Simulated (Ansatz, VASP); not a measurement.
Given: the input of a run of Ansatz 0.2.0 on Yb.

The input input.yaml:

```yaml
crystal:
  lattice:
    - [-2.151483, 2.151483, 2.151483]
    - [2.151483, -2.151483, 2.151483]
    - [2.151483, 2.151483, -2.151483]
  atoms:
    - { symbol: Yb, position: [0.0, 0.0, 0.0], spin: 0.8 }
hamiltonian:
  xc: pbesol
  pseudopotentials: { kind: paw }
magnetization:
  spin_polarized: true
  initial_magnetization: 0.8
  spin_locking: { lock_magnetization: hard }
kpoints:
  mp_grid: { grid: [7, 7, 7] }
scf:
  occupations: { method: fermi_dirac, width: 0.05 }
  lower_state_search: "off"
output:
  forces: true
  stress: true
  eigenvalues: true
```

Potentials or basis: Ansatz PAW.

The run is started by

```bash
$ ansatz run input.yaml --threads 2 --pin off --max-ram 5632MiB --backend cpu --events-out ev --progress --plain --runs-dir out
```

Question: Translate it to VASP 6.6.1. Potentials there: VASP PAW PBE potentials, release 64 (Yb).

Answer: As run (the cutoff follows the program's own potentials):

Contents of INCAR:

```
PREC = Accurate
ENCUT = 520
EDIFF = 1E-6
ISMEAR = -1
SIGMA = 0.05
LREAL = False
LASPH = True
NELM = 150
ALGO = Normal
ISIF = 2
LWAVE = False
LCHARG = False
ISPIN = 2
MAGMOM = 0.8
LORBIT = 11
NUPDOWN = 0.8
LMAXMIX = 6
GGA = PS
NBANDS = 22
```

File KPOINTS:

```
regular mesh
0
Gamma
  7 7 7
```

Contents of POSCAR:

```
Yb
1.0
   -2.1514830000      2.1514830000      2.1514830000
    2.1514830000     -2.1514830000      2.1514830000
    2.1514830000      2.1514830000     -2.1514830000
Yb
1
Direct
    0.0000000000      0.0000000000      0.0000000000
```

Potentials or basis: VASP PAW PBE potentials, release 64 (Yb).

Run with:

```bash
$ cat potpaw_PBE.64/Yb/POTCAR > POTCAR
$ mpirun -np 1 vasp_std > vasp.out
```

Both were run:

|  | VASP | Ansatz | Ansatz less VASP |
| --- | --- | --- | --- |
| pressure (GPa) | -4.4 | -2.8 | +1.56 |
| net moment per atom (μB) | 0.80 | 0.80 | 0.000 |
| size of the moment on the site where the two differ most (μB) | 0.36 | 0.47 | +0.101 |

VASP's potentials were made for PBE, not for PBEsol. Site moments also hang on the region over which each program counts them.

Neither program's run includes spin-orbit coupling.
